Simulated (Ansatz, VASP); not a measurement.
**Ti: VASP beside Ansatz**

File INCAR:

```
PREC = Accurate
ENCUT = 520
EDIFF = 1E-6
ISMEAR = 0
SIGMA = 0.15
LREAL = False
LASPH = True
NELM = 80
ALGO = Fast
ISIF = 2
LWAVE = False
LCHARG = True
LELF = True
LVHAR = True
NBANDS = 12
```

Contents of KPOINTS:

```
Automatic mesh
0
Gamma
  22 22 22
```

POSCAR

```
Ti
1.0
    0.0000000000      2.1430043997      1.8215537398
    2.1430043997      0.0000000000      1.8215537398
    2.1430043997      2.1430043997      0.0000000000
Ti
1
Direct
    0.0000000000      0.0000000000      0.0000000000
```

Input for Ansatz:

```yaml
crystal:
  lattice:
    - [0.0, 2.1430043997, 1.8215537398]
    - [2.1430043997, 0.0, 1.8215537398]
    - [2.1430043997, 2.1430043997, 0.0]
  atoms:
    - { symbol: Ti, position: [0.0, 0.0, 0.0] }
basis:
  ecutwfc: 420
kpoints:
  mp_grid: { grid: [22, 22, 22] }
hamiltonian:
  xc: lda
scf:
  occupations: { method: gaussian, width: 0.15 }
output:
  forces: true
  stress: true
  eigenvalues: true
```

Alike in both runs: task single point; functional LDA; k mesh 22 × 22 × 22; occupations gaussian, width 0.15 eV; no spin polarisation.

|  | VASP | Ansatz |
| --- | --- | --- |
| version | VASP 6.6.1 | Ansatz 0.2.0 |
| potentials or method | VASP PAW LDA potentials, release 64 (Ti_sv), cutoff 520 eV | scalar-relativistic, plane waves, PAW |
| valence electrons in the cell | 12 | 12 |

|  | VASP | Ansatz | Ansatz less VASP |
| --- | --- | --- | --- |
| gap on the k mesh at the Fermi level (eV) | none | none | - |
| pressure (GPa) | -5.3 | -5.1 | +0.14 |
| traceless stress, the component that is largest in VASP (GPa) | 1.88 | 1.89 | +0.007 |

LDA's correlation is that of Perdew and Zunger in VASP and of Perdew and Wang (1992) in Ansatz. A gap of «none» marks a metal or a gap that the smearing closes.
